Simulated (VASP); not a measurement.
# Mg (P6_3/mmc) in VASP: further runs

The runs below take Mg through single point, with PBEsol.

Everything below comes from runs of VASP 6.6.1. Logs are shortened: lines on timing, memory, paths and dates and some standing lists are left out, and cuts for length are marked.

**1. The cell of the first run**

It takes space group P6_3/mmc (No. 194, hexagonal). The conventional cell has a = 2.642 Å, b = 2.642 Å, c = 8.573 Å, α = 90.00°, β = 90.00°, γ = 120.00°. Within 3.5 Å of Mg (site symmetry -3m) lie 12 Mg at 2.63 to 2.64 Å. Within 3.5 Å of Mg (site symmetry -6m2) lie 12 Mg at 2.63 to 2.64 Å.

**2. Single point, PBEsol**

INCAR

```
ALGO = Normal
EDIFF = 1E-6
ENCUT = 520
GGA = PS
ISIF = 2
ISMEAR = 0
LASPH = T
LCHARG = T
LELF = T
LREAL = F
LVHAR = T
LWAVE = F
NBANDS = 12
NELM = 80
PREC = Accurate
SIGMA = 0.1
```

KPOINTS

```
k-points
0
Gamma
  18 18 6
```

POSCAR

```
Mg
1.0
    2.6418156184      0.0000000000      0.0000000000
   -1.3209078092      2.2878794376      0.0000000000
    0.0000000000      0.0000000000      8.5731025025
Mg
4
Direct
    0.0000000000      0.0000000000      0.0000000000
    0.3333333333      0.6666666667      0.2500000000
    0.0000000000      0.0000000000      0.5000000000
    0.6666666667      0.3333333333      0.7500000000
```

Potentials or basis: VASP PAW PBE potentials, release 64 (Mg).

Command:

```bash
$ cat potpaw_PBE.64/Mg/POTCAR > POTCAR
$ mpirun -np 1 vasp_std > vasp.out
```

OUTCAR:

```text
EDIFF = 1E-6
   ENCUT = 520
   GGA = PS
   ISIF = 2
   ISMEAR = 0
   LASPH = T
   LREAL = F
   NELM = 80
   PREC = Accurate

 ion  position               nearest neighbor table
   1  0.000  0.000  0.000-   2 2.63   4 2.63   2 2.63   4 2.63   4 2.63   2 2.63
   2  0.333  0.667  0.250-   1 2.63   3 2.63   1 2.63   3 2.63   1 2.63   3 2.63
   3  0.000  0.000  0.500-   2 2.63   4 2.63   2 2.63   4 2.63   4 2.63   2 2.63
   4  0.667  0.333  0.750-   1 2.63   3 2.63   1 2.63   3 2.63   1 2.63   3 2.63

  LATTYP: Found a hexagonal cell.
 ALAT       =     2.6418156184
 C/A-ratio  =     3.2451555070

  Lattice vectors:

 A1 = (   2.6418156184,   0.0000000000,   0.0000000000)
 A2 = (  -1.3209078092,   2.2878794376,   0.0000000000)
 A3 = (   0.0000000000,   0.0000000000,   8.5731025025)

Analysis of symmetry for initial positions (statically):
=====================================================================
 Subroutine PRICEL returns:
 Original cell was already a primitive cell.

 Routine SETGRP: Setting up the symmetry group for a
 hexagonal supercell.

 Subroutine GETGRP returns: Found 24 space group operations
 (whereof 12 operations were pure point group operations)
 out of a pool of 24 trial point group operations.

The static configuration has the point symmetry D_3d.
 The point group associated with its full space group is D_6h.

Analysis of symmetry for dynamics (positions and initial velocities):
=====================================================================
 Subroutine PRICEL returns:
 Original cell was already a primitive cell.

 Routine SETGRP: Setting up the symmetry group for a
 hexagonal supercell.

 Subroutine GETGRP returns: Found 24 space group operations
 (whereof 12 operations were pure point group operations)
 out of a pool of 24 trial point group operations.

The dynamic configuration has the point symmetry D_3d.
 The point group associated with its full space group is D_6h.

 Subroutine INISYM returns: Found 24 space group operations
 (whereof 12 operations are pure point group operations),
 and found     1 'primitive' translations

----------------------------------------------------------------------------------------

                                     Primitive cell

  volume of cell :      51.8172

  direct lattice vectors                    reciprocal lattice vectors
     2.641815618  0.000000000  0.000000000     0.378527552  0.218542984  0.000000000
    -1.320907809  2.287879438  0.000000000     0.000000000  0.437085969  0.000000000
     0.000000000  0.000000000  8.573102502     0.000000000  0.000000000  0.116643887
[... 97 lines left out ...]
   TEBEG  =    0.0;   TEEND  =   0.0 temperature during run
   PSTRESS=    0.0 pullay stress
   NELECT =       8.0000    total number of electrons
   NUPDOWN=      -1.0000    fix difference up-down
   EMIN   =  10.00;   EMAX   =-10.00  energy-range for DOS
   EFERMI =   0.00;   METHOD = LEGACY
   ISMEAR =     0;   SIGMA  =   0.10  broadening in eV -4-tet -1-fermi 0-gaus
   EFERMI_NEDOS =   21; number of points for ismear=-14 and -15
   IALGO  =     38    algorithm
   IMIX   =      4    mixing-type and parameters
     AMIX     =   0.40;   BMIX     =  1.00
     AMIX_MAG =   1.60;   BMIX_MAG =  1.00
  volume/ion in A,a.u.               =      12.95        87.42
  Fermi-wavevector in a.u.,A,eV,Ry     =   0.878241  1.659634 10.494267  0.771307
  Thomas-Fermi vector in A             =   1.998300
   LORBIT       =      0    0 simple, 1 ext, 2 COOP (PROOUT), +10 PAW based schemes
   GGA     = PS    functional components
   LHFCALC =     F    Hartree Fock is set to
   AEXX    =    0.0000 exact exchange contribution
   IVDW    =     0    specifies the selected vdW correction
   LEPSILON=     F    determine dielectric tensor
   LRPA    =     F    only Hartree local field effects (RPA)
 non-spin polarized calculation
 Gauss-broadening in eV      SIGMA  =   0.10
  energy-cutoff  :      520.00
  volume of cell :       51.82
 maximum number of plane-waves:      1428
 NGX is ok and might be reduce to    20
   NGX =  9   NGY =  9   NGZ = 31

 number of electron       8.0000000 magnetization

 Free energy of the ion-electron system (eV)
  ---------------------------------------------------
  ext. energy  EPLUGINS =         0.00000000
  ---------------------------------------------------
  free energy    TOTEN  =        -2.21381492 eV

  energy without entropy =       -2.20871586  energy(sigma->0) =       -2.21126539

 E-fermi :   6.4119     XC(G=0): -10.5509

 val. band max:        6.4019793812   @ k =   0.2222   0.0000   0.0000
 cond. band min:       6.4197180713   @ k =   0.3333   0.0000   0.0000
 fundamental gap:      0.0177386900
 Fermi energy:         6.4118756897

 k-point     1 :       0.0000    0.0000    0.0000
  band No.  band energies     occupation
      1      -3.3575      2.00000
      2      -1.3328      2.00000
      3      -1.3172      2.00000
      4       3.7791      2.00000
      5       5.1614      2.00000
      6      13.3189      0.00000
      7      13.3445      0.00000
      8      20.9835      0.00000
      9      20.9835      0.00000
     10      21.7388      0.00000
     11      21.7433      0.00000
     12      21.7855      0.00000
[... 331 lines left out ...]
 k-point    24 :       0.3889    0.1111    0.0000
  band No.  band energies     occupation
      1       2.3216      2.00000
      2       4.0484      2.00000
      3       4.0873      2.00000
      4       5.3043      2.00000
      5       7.0936      0.00000
      6       7.2055      0.00000
      7       8.7467      0.00000
      8      10.1622      0.00000
      9      11.4929      0.00000
     10      11.8077      0.00000
     11      14.1582      0.00000
     12      15.3594      0.00000

 [... further k-points ...]
[... 5 lines left out ...]
  --------------------------------------------------------------------------------------
  -------------------------------------------------------------------------------------
  Total       19.8501323     19.8501323     19.8509682      0.0000000      0.0000000      0.0000000
  in kB      613.7624748    613.7624748    613.7883217      0.0000000      0.0000000      0.0000000
  external PRESSURE =     613.7710904 kB  Pullay stress =       0.0000000 kB

 VOLUME and BASIS-vectors are now :
 -----------------------------------------------------------------------------
  energy-cutoff  :      520.00
  volume of cell :       51.82
      direct lattice vectors                 reciprocal lattice vectors
     2.641815618  0.000000000  0.000000000     0.378527552  0.218542984  0.000000000
    -1.320907809  2.287879438  0.000000000     0.000000000  0.437085969  0.000000000
     0.000000000  0.000000000  8.573102502     0.000000000  0.000000000  0.116643887

 POSITION                                       TOTAL-FORCE (eV/Angst)
 -----------------------------------------------------------------------------------
      0.00000      0.00000      0.00000         0.000000      0.000000     -0.000000
     -0.00000      1.52525      2.14328        -0.000000      0.000000      0.000000
      0.00000      0.00000      4.28655         0.000000      0.000000     -0.000000
      1.32091      0.76263      6.42983         0.000000      0.000000      0.000000
 -----------------------------------------------------------------------------------
    total drift:                               -0.000000      0.000000     -0.000000

  FREE ENERGIE OF THE ION-ELECTRON SYSTEM (eV)
  ---------------------------------------------------
  free  energy   TOTEN  =        -2.2138149195 eV

  energy  without entropy=       -2.2087158607  energy(sigma->0) =       -2.21126539
```

stdout:

```text
POSCAR found type information on POSCAR Mg
 POSCAR found :  1 types and       4 ions
 scaLAPACK will be used
 -----------------------------------------------------------------------------
|                                                                             |
|                                                                             |
|     You enforced a specific xc type in the INCAR file but a different       |
|     I HOPE YOU KNOW WHAT YOU ARE DOING!                                     |
|                                                                             |
 -----------------------------------------------------------------------------

 LDA part: xc-table for (Slater+PW92), standard interpolation
 POSCAR, INCAR and KPOINTS ok, starting setup
 FFT: planning ... GRIDC
 FFT: planning ... GRID_SOFT
 FFT: planning ... GRID
 WAVECAR not read
 entering main loop
```

It took 30 s on 1 thread of Intel Xeon 6975P-C (Granite Rapids), shared host; peak memory 0.21 GiB.

Results:

```yaml
Free_energy: -2.2138 eV
Pressure: 61.4 GPa
Band_gap_on_the_k_mesh: zero (bands 4 and 5 overlap by 2.23 eV)
```

Caveat: the cell stands under pressure; the PAW data sets were made with another functional, which shifts forces and pressure a little.

**3. Single point, PBEsol**

This run uses another cell than the first one, of 19.26 Å³/atom.

INCAR

```
PREC = Accurate
ENCUT = 520
EDIFF = 1E-6
ISMEAR = 0
SIGMA = 0.1
LREAL = F
LASPH = T
NELM = 60
ALGO = Fast
ISIF = 2
LWAVE = F
LCHARG = F
GGA = PS
NBANDS = 12
```

KPOINTS

```
Automatic mesh
0
Gamma
  18 18 4
```

POSCAR

```
Mg
1.0
    3.0222525222      0.0000000000      0.0000000000
   -1.5111262611      2.6173474609      0.0000000000
    0.0000000000      0.0000000000      9.7402965441
Mg
4
Direct
    0.0000000000      0.0000000000      0.0000000000
    0.3333333333      0.6666666667      0.2500000000
    0.0000000000      0.0000000000      0.5000000000
    0.6666666667      0.3333333333      0.7500000000
```

Potentials or basis: VASP PAW PBE potentials, release 64 (Mg).

Command:

```bash
$ cat potpaw_PBE.64/Mg/POTCAR > POTCAR
$ mpirun -np 1 vasp_std > vasp.out
```

Run time: 28 s. Hardware: 1 thread of Intel Xeon 6975P-C (Granite Rapids), shared host; peak memory 0.24 GiB.

Results (log left out):

```yaml
Free_energy: -6.5851 eV
Pressure: 8.0 GPa
Band_gap_on_the_k_mesh: zero (bands 4 and 5 overlap by 2.15 eV)
```

Levels at points of the mesh, in eV from the Fermi level:
```tsv
k point	band 2	band 3	band 4	band 5	band 6	band 7
(0.00, 0.00, 0.00)	-6.15	-6.14	-1.93	-1.16	5.68	5.70
(0.50, 0.00, 0.00)	-2.37	-1.29	-1.18	-0.53	-0.44	2.99
(0.00, 0.00, 0.50)	-7.32	-4.22	-4.22	1.79	1.79	10.08
(0.50, 0.00, 0.50)	-2.16	-1.91	-1.91	0.78	0.78	1.25
```

Caveat: the cell stands under pressure; the PAW data sets were made with another functional, which shifts forces and pressure a little.

**4. Single point, PBEsol**

This run uses another cell than the first one, of 15.37 Å³/atom.

INCAR

```
PREC = Accurate ; ENCUT = 520
EDIFF = 1E-7 ; ISMEAR = 0
SIGMA = 0.1 ; LREAL = F
LASPH = T ; NELM = 100
ALGO = Fast ; ISIF = 2
LWAVE = F ; LCHARG = F
GGA = PS ; NBANDS = 12
```

KPOINTS

```
Automatic mesh
0
Gamma
  18 18 6
```

POSCAR

```
Mg
1.0
    2.7970824554      0.0000000000      0.0000000000
   -1.3985412277      2.4223444628      0.0000000000
    0.0000000000      0.0000000000      9.0750647067
Mg
4
Direct
    0.0000000000      0.0000000000      0.0000000000
    0.3333333333      0.6666666667      0.2500000000
    0.0000000000      0.0000000000      0.5000000000
    0.6666666667      0.3333333333      0.7500000000
```

Command:

```bash
$ cat potpaw_PBE.64/Mg/POTCAR > POTCAR
$ mpirun -np 1 vasp_std > vasp.out
```

Run time: 43 s. Hardware: 1 thread of Intel Xeon 6975P-C (Granite Rapids), shared host; peak memory 0.25 GiB.

It converged, with:

| Item | Value |
| --- | --- |
| Free energy | -4.8832 eV |
| Pressure | 30.5 GPa |
| Band gap on the k mesh | zero (bands 4 and 5 overlap by 2.21 eV) |

Levels at points of the mesh, in eV from the Fermi level:
```tsv
k point	band 1	band 2	band 3	band 4	band 5	band 6	band 7	band 8
(0.00, 0.00, 0.00)	-8.83	-7.02	-7.01	-2.34	-1.22	6.33	6.35	13.45
(0.50, 0.00, 0.00)	-2.83	-2.63	-1.54	-1.29	-0.55	-0.36	3.17	3.31
(0.00, 0.00, 0.50)	-8.37	-8.37	-4.83	-4.83	1.98	1.98	11.22	11.22
(0.50, 0.00, 0.50)	-2.51	-2.51	-2.06	-2.06	0.94	0.94	1.37	1.37
```

Caveat: the cell stands under pressure; the PAW data sets were made with another functional, which shifts forces and pressure a little.

**5. Single point, PBEsol**

This run uses another cell than the first one, of 21.04 Å³/atom.

INCAR

```
PREC = Accurate ; ENCUT = 520
EDIFF = 1E-7 ; ISMEAR = 0
SIGMA = 0.1 ; LREAL = False
LASPH = True ; NELM = 100
ALGO = Normal ; ISIF = 2
LWAVE = False ; LCHARG = False
GGA = PS ; NBANDS = 12
```

KPOINTS

```
regular mesh
0
Gamma
  18 18 4
```

POSCAR

```
Mg
1.0
    3.1139828778      0.0000000000      0.0000000000
   -1.5569914389      2.6967882791      0.0000000000
    0.0000000000      0.0000000000     10.0205538348
Mg
4
Direct
    0.0000000000      0.0000000000      0.0000000000
    0.3333333333      0.6666666667      0.2500000000
    0.0000000000      0.0000000000      0.5000000000
    0.6666666667      0.3333333333      0.7500000000
```

Command:

```bash
$ cat potpaw_PBE.64/Mg/POTCAR > POTCAR
$ mpirun -np 1 vasp_std > vasp.out
```

Run time: 35 s. Hardware: 1 thread of Intel Xeon 6975P-C (Granite Rapids), shared host; peak memory 0.25 GiB.

Results (log left out):

* Free energy: -6.8221 eV
* Pressure: 3.0 GPa
* Band gap on the k mesh: zero (bands 4 and 5 overlap by 2.14 eV)

Levels at points of the mesh, in eV from the Fermi level:
```csv
k point,band 1,band 2,band 3,band 4,band 5,band 6,band 7,band 8,band 9
"(0.00, 0.00, 0.00)",-7.32,-5.83,-5.83,-1.78,-1.15,5.43,5.44,11.37,11.37
"(0.50, 0.00, 0.00)",-2.31,-2.27,-1.19,-1.13,-0.53,-0.47,2.87,3.00,3.71
"(0.00, 0.00, 0.50)",-6.94,-6.94,-4.00,-4.00,1.70,1.70,9.63,9.63,11.56
"(0.50, 0.00, 0.50)",-2.02,-2.02,-1.85,-1.85,0.72,0.72,1.19,1.19,6.03
```

Caveat: the PAW data sets were made with another functional, which shifts forces and pressure a little.

(Part 1 of 2 ends here.)

The gap in the log of VASP goes by the Fermi energy; the results here count the filled bands.